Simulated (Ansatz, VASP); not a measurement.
## One calculation of TaN, two programs

File INCAR:

```
ALGO = Normal
EDIFF = 1E-7
ENCUT = 520
GGA = PS
ISIF = 2
ISMEAR = 1
LASPH = T
LCHARG = F
LREAL = F
LWAVE = F
NBANDS = 15
NELM = 60
PREC = Accurate
SIGMA = 0.05
```

File KPOINTS:

```
k-points
0
Gamma
  12 12 10
```

File POSCAR:

```
TaN
1.0
    2.9380000000      0.0000000000      0.0000000000
   -1.4690000000      2.5443830000      0.0000000000
    0.0000000000      0.0000000000      2.8830000000
Ta N
1 1
Direct
    0.3333333333      0.6666666667      0.5000000000
    0.0000000000      0.0000000000      0.0000000000
```

Input for Ansatz:

```yaml
crystal:
  lattice:
    - [2.938, 0.0, 0.0]
    - [-1.469, 2.544383, 0.0]
    - [0.0, 0.0, 2.883]
  atoms:
    - { symbol: Ta, position: [0.3333333333333333, 0.6666666666666666, 0.5] }
    - { symbol: "N", position: [0.0, 0.0, 0.0] }
basis:
  ecutwfc: 450.0
kpoints:
  mp_grid:
    grid: [12, 12, 10]
hamiltonian:
  xc: pbesol
scf:
  convergence:
    dr2_threshold: 1.0e-09
  occupations:
    method: methfessel_paxton
    width: 0.05
output:
  forces: true
  stress: true
```

Alike in both runs: task single point; functional PBEsol; k mesh 12 × 12 × 10; occupations methfessel-paxton of order 1, width 0.05 eV; no spin polarisation.

|  | VASP | Ansatz |
| --- | --- | --- |
| version | VASP 6.6.1 | Ansatz 0.2.0 |
| potentials or method | VASP PAW PBE potentials, release 64 (Ta_pv, N), cutoff 520 eV | plane waves, PAW |
| valence electrons in the cell | 16 | 18 |

VASP gave:

| Property | Result |
| --- | --- |
| pressure (GPa) | -4.1 |
| traceless stress, the component that is largest in VASP (GPa) | -0.06 |

Which values does Ansatz return?

Pressure (GPa): -4.9; traceless stress, the component that is largest in VASP (GPa): -0.20.

VASP's potentials were made for PBE, not for PBEsol. The functional is the same, so the differences come from potentials, cutoffs and numerics. VASP's potentials hold 16 valence electrons a cell and Ansatz's 18, so a difference there can come from the potentials and not from the codes. Ansatz's warnings: stress scf threshold loose.

Spin-orbit coupling is off throughout.
